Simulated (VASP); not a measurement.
# CuCl (zinc blende type) (F-43m) in VASP: a series of runs

Runs on CuCl (zinc blende type). Level: HSE06. Tasks: single point.

Program: VASP 6.6.1. These are calculated values, not measurements. Logs are shortened: lines on timing, memory, paths and dates and some standing lists are left out, and cuts for length are marked.

### 1 The cell of the first run

The structure is cubic, space group F-43m (No. 216). Conventional cell: a = 5.328 Å, b = 5.328 Å, c = 5.328 Å, α = 90.00°, β = 90.00°, γ = 90.00°. Within 3.0 Å of Cu (site symmetry -43m) lie 4 Cl at 2.31 Å. Within 3.0 Å of Cl (site symmetry -43m) lie 4 Cu at 2.31 Å.

### 2 Single point, HSE06

Input file POSCAR:

```
CuCl
1.0
    0.0000000000      2.6640589215      2.6640589215
    2.6640589215      0.0000000000      2.6640589215
    2.6640589215      2.6640589215      0.0000000000
Cu Cl
1 1
Direct
    0.0000000000      0.0000000000      0.0000000000
    0.2500000000      0.2500000000      0.2500000000
```

Input file INCAR.step1:

```
SYSTEM = CuCl
PREC = Accurate ; ENCUT = 520
EDIFF = 1E-5 ; ISMEAR = -1
SIGMA = 0.05 ; LREAL = .FALSE.
LASPH = .TRUE. ; NELM = 120
ALGO = Normal ; ISIF = 2
LWAVE = .TRUE. ; LCHARG = .FALSE.
NBANDS = 16 ; GGA = PE
GGA_COMPAT = .FALSE.
```

Input file INCAR.step2:

```
SYSTEM = CuCl
PREC = Accurate ; ENCUT = 520
EDIFF = 1E-6 ; ISMEAR = -1
SIGMA = 0.05 ; LREAL = .FALSE.
LASPH = .TRUE. ; NELM = 120
ALGO = Normal ; ISIF = 2
LWAVE = .FALSE. ; LCHARG = .FALSE.
GGA = PE ; LHFCALC = .TRUE.
HFSCREEN = 0.2079 ; PRECFOCK = Normal
NBANDS = 16 ; ISTART = 1
GGA_COMPAT = .FALSE.
```

Input file KPOINTS:

```
regular mesh
0
G
  4 4 4
  0 0 0
```

Potentials or basis: VASP PAW PBE potentials, release 64 (Cu, Cl).

Command:

```bash
$ cat potpaw_PBE.64/Cu/POTCAR potpaw_PBE.64/Cl/POTCAR > POTCAR
$ cp INCAR.step1 INCAR
$ mpirun -np 1 vasp_std > vasp.out
$ cp INCAR.step2 INCAR
$ mpirun -np 1 vasp_std > vasp.out
```

OUTCAR:

```text
SYSTEM = CuCl
   PREC = Accurate
   ENCUT = 520
   EDIFF = 1E-6
   ISMEAR = -1
   LREAL = .FALSE.
   LASPH = .TRUE.
   NELM = 120
   ISIF = 2
   GGA = PE
   LHFCALC = .TRUE.
   HFSCREEN = 0.2079
   PRECFOCK = Normal
   ISTART = 1

 ion  position               nearest neighbor table
   1  0.000  0.000  0.000-   2 2.31   2 2.31   2 2.31   2 2.31
   2  0.250  0.250  0.250-   1 2.31   1 2.31   1 2.31   1 2.31

  LATTYP: Found a face centered cubic cell.
 ALAT       =     5.3281178430

  Lattice vectors:

 A1 = (   0.0000000000,   2.6640589215,   2.6640589215)
 A2 = (   2.6640589215,   0.0000000000,   2.6640589215)
 A3 = (   2.6640589215,   2.6640589215,   0.0000000000)

Analysis of symmetry for initial positions (statically):
=====================================================================
 Subroutine PRICEL returns:
 Original cell was already a primitive cell.

 Routine SETGRP: Setting up the symmetry group for a
 face centered cubic supercell.

 Subroutine GETGRP returns: Found 24 space group operations
 (whereof 24 operations were pure point group operations)
 out of a pool of 48 trial point group operations.

The static configuration has the point symmetry T_d .

Analysis of symmetry for dynamics (positions and initial velocities):
=====================================================================
 Subroutine PRICEL returns:
 Original cell was already a primitive cell.

 Routine SETGRP: Setting up the symmetry group for a
 face centered cubic supercell.

 Subroutine GETGRP returns: Found 24 space group operations
 (whereof 24 operations were pure point group operations)
 out of a pool of 48 trial point group operations.

The dynamic configuration has the point symmetry T_d .

 Subroutine INISYM returns: Found 24 space group operations
 (whereof 24 operations are pure point group operations),
 and found     1 'primitive' translations

----------------------------------------------------------------------------------------

                                     Primitive cell

  volume of cell :      37.8148

  direct lattice vectors                    reciprocal lattice vectors
     0.000000000  2.664058922  2.664058922    -0.187683537  0.187683537  0.187683537
     2.664058922  0.000000000  2.664058922     0.187683537 -0.187683537  0.187683537
     2.664058922  2.664058922  0.000000000     0.187683537  0.187683537 -0.187683537

  length of vectors
     3.767548258  3.767548258  3.767548258     0.325077421  0.325077421  0.325077421

  position of ions in fractional coordinates (direct lattice)
     0.000000000  0.000000000  0.000000000
     0.250000000  0.250000000  0.250000000

  ion indices of the primitive-cell ions
   primitive index   ion index
                 1           1
                 2           2

----------------------------------------------------------------------------------------

 KPOINTS: regular mesh

Automatic generation of k-mesh.
 Grid dimensions read from file:
 generate k-points for:    4    4    4

 Generating k-lattice:

  Cartesian coordinates                     Fractional coordinates (reciprocal lattice)
    -0.046920884  0.046920884  0.046920884     0.250000000  0.000000000  0.000000000
     0.046920884 -0.046920884  0.046920884     0.000000000  0.250000000  0.000000000
     0.046920884  0.046920884 -0.046920884     0.000000000  0.000000000  0.250000000

  Length of vectors
     0.081269355  0.081269355  0.081269355

  Shift w.r.t. Gamma in fractional coordinates (k-lattice)
     0.000000000  0.000000000  0.000000000

 Subroutine IBZKPT returns following result:
 ===========================================

 Found      8 irreducible k-points:

 Following reciprocal coordinates:
            Coordinates               Weight
  0.000000  0.000000  0.000000      1.000000
  0.250000  0.000000  0.000000      8.000000
  0.500000  0.000000  0.000000      4.000000
  0.250000  0.250000  0.000000      6.000000
  0.500000  0.250000  0.000000     24.000000
 -0.250000  0.250000  0.000000     12.000000
  0.500000  0.500000  0.000000      3.000000
 -0.250000  0.500000  0.250000      6.000000
   k-points           NKPTS =      8   k-points in BZ     NKDIM =     64   number of bands    NBANDS=     16
   number of dos      NEDOS =    301   number of ions     NIONS =      2
   total plane-waves  NPLWV =  21952
   dimension x,y,z NGX =    28 NGY =   28 NGZ =   28
   dimension x,y,z NGXF=    56 NGYF=   56 NGZF=   56
   ions per type =               1   1
   NGX,Y,Z   is equivalent  to a cutoff of  12.36, 12.36, 12.36 a.u.
   NGXF,Y,Z  is equivalent  to a cutoff of  24.71, 24.71, 24.71 a.u.
 SYSTEM =  CuCl
   PREC   = accura    normal or accurate (medium, high low for compatibility)
   ISTART =      1    job   : 0-new  1-cont  2-samecut
   ICHARG =      0    charge: 1-file 2-atom 10-const
   ISPIN  =      1    spin polarized calculation?
   LNONCOLLINEAR =      F non collinear calculations
   LSORBIT =      F    spin-orbit coupling
   LASPH  =      T    aspherical Exc in radial PAW
   ENCUT  =  520.0 eV  38.22 Ry    6.18 a.u.   7.01  7.01  7.01*2*pi/ulx,y,z
   NELM   =    120;   NELMIN=  2; NELMDL=  0     # of ELM steps
   EDIFF  = 0.1E-05   stopping-criterion for ELM
   LREAL  =      F    real-space projection
   EDIFFG = 0.1E-04   stopping-criterion for IOM
   NSW    =      0    number of steps for IOM
   IBRION =     -1    ionic relax: 0-MD 1-quasi-New 2-CG
   NFREE  =      0    steps in history (QN), initial steepest desc. (CG)
   ISIF   =      2    stress and relaxation
   ISYM   =      3    0-nonsym 1-usesym 2-fastsym
   POTIM  = 0.5000    time-step for ionic-motion
   TEBEG  =    0.0;   TEEND  =   0.0 temperature during run
   PSTRESS=    0.0 pullay stress
   NELECT =      18.0000    total number of electrons
   NUPDOWN=      -1.0000    fix difference up-down
   EMIN   =  10.00;   EMAX   =-10.00  energy-range for DOS
   EFERMI =   0.00;   METHOD = LEGACY
   ISMEAR =    -1;   SIGMA  =   0.05  broadening in eV -4-tet -1-fermi 0-gaus
   EFERMI_NEDOS =   21; number of points for ismear=-14 and -15
   IALGO  =     38    algorithm
   IMIX   =      1    mixing-type and parameters
     AMIX     =   0.40;   BMIX     =  1.00
     AMIX_MAG =   1.60;   BMIX_MAG =  1.00
  volume/ion in A,a.u.               =      18.91       127.59
  Fermi-wavevector in a.u.,A,eV,Ry     =   1.278238  2.415520 22.230467  1.633893
  Thomas-Fermi vector in A             =   2.410792
   LORBIT       =      0    0 simple, 1 ext, 2 COOP (PROOUT), +10 PAW based schemes
   GGA     = PE    functional components
   LHFCALC =     T    Hartree Fock is set to
   PRECFOCK=normal    Normal, Fast or Accurate (Low or Medium for compatibility)
   ENCUT4O =  -1.0   cutoff for four orbital integrals eV
   NKREDX  =     1    reduce k-point grid by
   NKREDY  =     1    reduce k-point grid by
   NKREDZ  =     1    reduce k-point grid by
   AEXX    =    0.2500 exact exchange contribution
   HFSCREEN=    0.2079 screening length (either q_TF or 0.3 A-1)
   HFSCREENC=   0.2079 screening length for correlation (either q_TF or 0.3 A-1)
   ENCUTFOCK=  -1.0 apply spherical cutoff to Coloumb kernel
   IVDW    =     0    specifies the selected vdW correction
   LEPSILON=     F    determine dielectric tensor
   LRPA    =     F    only Hartree local field effects (RPA)
 non-spin polarized calculation
  energy-cutoff  :      520.00
  volume of cell :       37.81
 maximum number of plane-waves:      1036
  NGX = 24; NGY = 24; NGZ = 24

 number of electron      18.0000008 magnetization

 Free energy of the ion-electron system (eV)
  ---------------------------------------------------
  ext. energy  EPLUGINS =         0.00000000
  ---------------------------------------------------
  free energy    TOTEN  =        -7.51291781 eV

  energy without entropy =       -7.51291781  energy(sigma->0) =       -7.51291781

 E-fermi :   4.2234     XC(G=0):  -7.9364

 val. band max:        3.1269409938   @ k =   0.0000   0.0000   0.0000
 cond. band min:       5.5308531584   @ k =   0.0000   0.0000   0.0000
 fundamental gap:      2.4039121646
 Fermi energy:         4.2234306454

 k-point     1 :       0.0000    0.0000    0.0000
  band No.  band energies     occupation
      1     -15.1151      2.00000
      2      -2.1002      2.00000
      3      -2.1002      2.00000
      4      -2.1002      2.00000
      5       1.1191      2.00000
      6       1.1192      2.00000
      7       3.1269      2.00000
      8       3.1269      2.00000
      9       3.1269      2.00000
     10       5.5309      0.00000
     11      11.7673      0.00000
     12      11.7673      0.00000
     13      11.7673      0.00000
     14      16.9686      0.00000
     15      16.9686      0.00000
     16      18.2449      0.00000

 k-point     2 :       0.2500    0.0000    0.0000
  band No.  band energies     occupation
      1     -14.8566      2.00000
      2      -2.9314      2.00000
      3      -2.0478      2.00000
      4      -2.0478      2.00000
      5       1.1103      2.00000
      6       1.1103      2.00000
      7       2.0021      2.00000
      8       2.7878      2.00000
      9       2.7878      2.00000
     10       7.2823      0.00000
     11      11.1072      0.00000
     12      12.3230      0.00000
     13      12.3230      0.00000
     14      16.1086      0.00000
     15      16.1086      0.00000
     16      17.5045      0.00000

 k-point     3 :       0.5000    0.0000    0.0000
  band No.  band energies     occupation
      1     -14.5749      2.00000
      2      -3.6894      2.00000
      3      -2.0071      2.00000
      4      -2.0071      2.00000
      5       1.1962      2.00000
      6       1.1962      2.00000
      7       1.2622      2.00000
      8       2.3988      2.00000
      9       2.3988      2.00000
     10       7.9761      0.00000
     11      12.0022      0.00000
     12      12.1762      0.00000
     13      12.1762      0.00000
     14      17.2511      0.00000
     15      18.4593      0.00000
     16      18.4593      0.00000

 k-point     4 :       0.2500    0.2500    0.0000
  band No.  band energies     occupation
      1     -14.7719      2.00000
      2      -3.0028      2.00000
      3      -2.0749      2.00000
      4      -2.0749      2.00000
      5       0.9454      2.00000
      6       1.2166      2.00000
      7       2.2914      2.00000
      8       2.3191      2.00000
      9       2.3191      2.00000
     10       7.8384      0.00000
     11      10.0520      0.00000
     12      13.3854      0.00000
     13      13.4722      0.00000
     14      13.4722      0.00000
     15      17.5028      0.00000
     16      21.4181      0.00000

 k-point     5 :       0.5000    0.2500    0.0000
  band No.  band energies     occupation
      1     -14.4915      2.00000
      2      -3.3807      2.00000
      3      -2.3868      2.00000
      4      -2.0158      2.00000
      5       0.9879      2.00000
      6       1.2245      2.00000
      7       1.3151      2.00000
      8       1.9911      2.00000
      9       2.0141      2.00000
     10       9.0377      0.00000
     11      10.3819      0.00000
     12      12.4065      0.00000
     13      13.7510      0.00000
     14      16.0943      0.00000
     15      18.5760      0.00000
     16      19.7973      0.00000

 k-point     6 :      -0.2500    0.2500    0.0000
  band No.  band energies     occupation
      1     -14.5838      2.00000
      2      -3.1806      2.00000
      3      -2.5023      2.00000
      4      -1.9829      2.00000
      5       1.0563      2.00000
      6       1.1438      2.00000
      7       1.5863      2.00000
      8       1.8111      2.00000
      9       2.5035      2.00000
     10       9.2575      0.00000
     11      10.7981      0.00000
     12      11.4940      0.00000
     13      13.0808      0.00000
     14      15.6135      0.00000
     15      18.5796      0.00000
     16      19.4393      0.00000

 k-point     7 :       0.5000    0.5000    0.0000
  band No.  band energies     occupation
      1     -14.4017      2.00000
      2      -3.6814      2.00000
      3      -2.0235      2.00000
      4      -2.0235      2.00000
      5       1.0156      2.00000
      6       1.3156      2.00000
      7       1.3777      2.00000
      8       1.6063      2.00000
      9       1.6063      2.00000
     10       8.0892      0.00000
     11       9.5758      0.00000
     12      14.1436      0.00000
     13      16.6665      0.00000
     14      16.6665      0.00000
     15      18.2493      0.00000
     16      19.3696      0.00000

 k-point     8 :      -0.2500    0.5000    0.2500
  band No.  band energies     occupation
      1     -14.3986      2.00000
      2      -3.0080      2.00000
      3      -2.8674      2.00000
      4      -2.0796      2.00000
      5       0.9698      2.00000
      6       1.0172      2.00000
      7       1.3341      2.00000
      8       1.5279      2.00000
      9       2.0160      2.00000
     10       9.8496      0.00000
     11      10.7530      0.00000
     12      12.6091      0.00000
     13      12.6972      0.00000
     14      17.1290      0.00000
     15      19.1523      0.00000
     16      19.2283      0.00000

------------------------ aborting loop because EDIFF is reached ----------------------------------------

  FORCE on cell =-STRESS in cart. coord.  units (eV):
  Direction    XX          YY          ZZ          XY          YZ          ZX
  --------------------------------------------------------------------------------------
  -------------------------------------------------------------------------------------
  Total        0.8185218      0.8185218      0.8185218      0.0000000      0.0000000      0.0000000
  in kB       34.6800210     34.6800210     34.6800210      0.0000000      0.0000000      0.0000000
  external PRESSURE =      34.6800210 kB  Pullay stress =       0.0000000 kB

 VOLUME and BASIS-vectors are now :
 -----------------------------------------------------------------------------
  energy-cutoff  :      520.00
  volume of cell :       37.81
      direct lattice vectors                 reciprocal lattice vectors
     0.000000000  2.664058922  2.664058922    -0.187683537  0.187683537  0.187683537
     2.664058922  0.000000000  2.664058922     0.187683537 -0.187683537  0.187683537
     2.664058922  2.664058922  0.000000000     0.187683537  0.187683537 -0.187683537

 POSITION                                       TOTAL-FORCE (eV/Angst)
 -----------------------------------------------------------------------------------
      0.00000      0.00000      0.00000        -0.000000     -0.000000     -0.000000
      1.33203      1.33203      1.33203         0.000000      0.000000      0.000000
 -----------------------------------------------------------------------------------
    total drift:                               -0.000067     -0.000195      0.000027

  FREE ENERGIE OF THE ION-ELECTRON SYSTEM (eV)
  ---------------------------------------------------
  free  energy   TOTEN  =        -7.5129178060 eV

  energy  without entropy=       -7.5129178060  energy(sigma->0) =       -7.51291781
```

Run time: 12 min. Hardware: 1 thread of Intel Xeon 8259CL, shared host; peak memory 0.26 GiB.

What came out:

- Free energy: -7.5129 eV
- Pressure: 3.5 GPa
- Band gap on the k mesh: 2.40 eV

Levels at points of the mesh, in eV from the valence-band top:
| k point | band 6 | band 7 | band 8 | band 9 | band 10 | band 11 | band 12 | band 13 |
| --- | --- | --- | --- | --- | --- | --- | --- | --- |
| (0.00, 0.00, 0.00) | -2.01 | 0.00 | 0.00 | 0.00 | 2.40 | 8.64 | 8.64 | 8.64 |
| (0.50, 0.00, 0.00) | -1.93 | -1.86 | -0.73 | -0.73 | 4.85 | 8.88 | 9.05 | 9.05 |
| (0.50, 0.50, 0.00) | -1.81 | -1.75 | -1.52 | -1.52 | 4.96 | 6.45 | 11.02 | 13.54 |

Caveat: the k points lie up to 0.51 Å⁻¹ apart; the PAW data sets were made with another functional, which shifts forces and pressure a little.

(Part 1 of 2 ends here.)
